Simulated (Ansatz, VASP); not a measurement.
## One calculation of Pt, two programs

```
CELL_PARAMETERS angstrom
2.77405 0.00000 0.00000
-1.38702 2.40239 0.00000
0.00000 0.00000 9.06004
ATOMIC_POSITIONS crystal
Pt 0.00000 0.00000 0.00000
Pt 0.00000 0.00000 0.50000
Pt 0.33333 0.66667 0.25000
Pt 0.66667 0.33333 0.75000
```

Alike in both runs: task relaxation of cell and atoms; functional PBEsol; k mesh 13 × 13 × 4; occupations fermi-dirac, width 0.1 eV; no spin polarisation.

|  | VASP | Ansatz |
| --- | --- | --- |
| version | VASP 6.6.1 | Ansatz 0.2.0 |
| potentials or method | VASP PAW PBE potentials, release 64 (Pt), cutoff 600 eV | plane waves (420 eV) with PAW, scalar-relativistic |
| valence electrons in the cell | 40 | 72 |

|  | VASP | Ansatz | Ansatz less VASP |
| --- | --- | --- | --- |
| relaxed volume (Å³/atom) | 15.08 | 15.10 | +0.016 |
| relaxed cell length with the largest relative difference (Å) | 9.179 | 9.187 | +0.0083 |

VASP's potentials were made for PBE, not for PBEsol, and Ansatz warns of the same on its side. VASP's potentials hold 40 valence electrons a cell and Ansatz's 72, so a difference there can come from the potentials and not from the codes.

Neither program's run includes spin-orbit coupling. Noted on VASP's run: too few bands were computed for a metal, which touches its energy and stress.
